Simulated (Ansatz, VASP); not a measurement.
**One calculation of SrTiO3, two programs**

```
Sr Ti O
1.0
     3.98619    0.00000    0.00000
     0.00000    3.98619    0.00000
     0.00000    0.00000    3.98619
Sr Ti O
1 1 3
Cartesian
  1.9931 1.9931 1.9931
  0.0000 0.0000 0.0000
  1.9931 0.0000 0.0000
  0.0000 1.9931 0.0000
  0.0000 0.0000 1.9931
```

Alike in both runs: task single point; functional PBE; k mesh 8 × 8 × 8; occupations gaussian, width 0.02 eV; no spin polarisation; Hubbard terms Ti d U = 4.0 eV.

|  | VASP | Ansatz |
| --- | --- | --- |
| version | VASP 6.6.1 | Ansatz 0.2.0 |
| potentials or method | VASP PAW PBE potentials, release 64 (Sr_sv, Ti_sv, O), cutoff 520 eV | scalar-relativistic, plane waves, PAW |
| valence electrons in the cell | 40 | 40 |

|  | VASP | Ansatz | Ansatz less VASP |
| --- | --- | --- | --- |
| gap on the k mesh at the Fermi level (eV) | 2.24 | 2.23 | -0.014 |
| least direct gap on the mesh (eV) | 2.68 | 2.67 | -0.017 |
| pressure (GPa) | -2.2 | -4.7 | -2.42 |

The programs project onto different local orbitals, so the same U acts differently, and such runs can settle in different states.
